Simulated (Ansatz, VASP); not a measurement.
# TiGe4Mo in VASP and in Ansatz

```xyz
6
Lattice="3.3388 0.0000 0.0000 0.0000 3.3388 0.0000 0.0000 0.0000 8.4968" Properties=species:S:1:pos:R:3 pbc="T T T"
Ti    0.0000    0.0000    0.0000
Ge    0.0000    0.0000    5.6072
Ge    1.6694    1.6694    1.4148
Ge    0.0000    0.0000    2.8896
Ge    1.6694    1.6694    7.0820
Mo    1.6694    1.6694    4.2484
```

Alike in both runs: functional PBE; k mesh 12 × 12 × 6; occupations gaussian, width 0.1 eV; no spin polarisation.

Ansatz relaxed the structure, and its values are those at the end. VASP's run is a single point on that final structure, the one shown.

```csv
,VASP,Ansatz
version,VASP 6.6.1,Ansatz 0.2.0
potentials or method,"VASP PAW PBE potentials, release 64 (Ti_sv, Ge_d, Mo_sv), cutoff 520 eV","scalar-relativistic, plane waves, PAW"
valence electrons in the cell,82,82
```

```csv
,VASP,Ansatz,Ansatz less VASP
gap on the k mesh at the Fermi level (eV),none,none,-
pressure (GPa),0.2,0.0,-0.18
rms of the force components (eV/Å),0.003,0.000,-0.0031
```

A gap of «none» marks a metal or a gap that the smearing closes. The functional is the same, so the differences come from potentials, cutoffs and numerics.
